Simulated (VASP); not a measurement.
Runs of VASP 6.6.1 on Li2WO3. The structure is that of space group P6/mmm (No. 191), or close to it. The cells are those of the table. 

| task | cell | k mesh | cutoff (eV) | gap on the mesh (eV) | pressure (GPa) | relaxed volume (Å³/atom) |
| --- | --- | --- | --- | --- | --- | --- |
| relaxation of cell and atoms | relaxed from a = 4.761, b = 4.761, c = 3.375 Å, angles 90.0, 90.0, 120.0°, 6 atoms | 6 × 6 × 6 | 600 | none | 0.2 | 8.62 |
| relaxation of cell and atoms | relaxed from a = 4.800, b = 4.800, c = 2.592 Å, angles 90.0, 90.0, 120.0°, 6 atoms | 9 × 9 × 14 | 600 | none | 0.0 | (a) |
| single point | a = 4.800, b = 4.800, c = 2.592 Å, angles 90.0, 90.0, 120.0°, 6 atoms | 6 × 6 × 6 | 520 | none | - | - |
| single point | a = 4.761, b = 4.761, c = 3.375 Å, angles 90.0, 90.0, 120.0°, 6 atoms | 6 × 6 × 6 | 520 | none | - | - |
| single point | a = 4.796, b = 4.796, c = 2.610 Å, angles 90.0, 90.0, 120.0°, 6 atoms | 9 × 9 × 14 | 520 | none | - | - |

Alike in all rows: level PBE; potentials or basis VASP PAW PBE potentials, release 64 (Li_sv, W_sv, O); no spin polarisation; smearing gaussian 0.1 eV.

**Question.** Estimate the missing entries.

**Answer.** (a) 8.67.

Caveats: some runs use coarse meshes; the cutoff is under 1.25 times the usual one of these potentials, so pressure, stress and relaxed cells hold a basis-set (Pulay) error; spin-orbit coupling is left out, which moves the levels of the heavy elements; the volume moved by over 15 % at a fixed basis, so the end points are rough (some runs).

A k mesh can miss the band edges, and the runs leave out spin-orbit coupling on W.

A gap of «none» marks levels without a gap at the run's occupations.
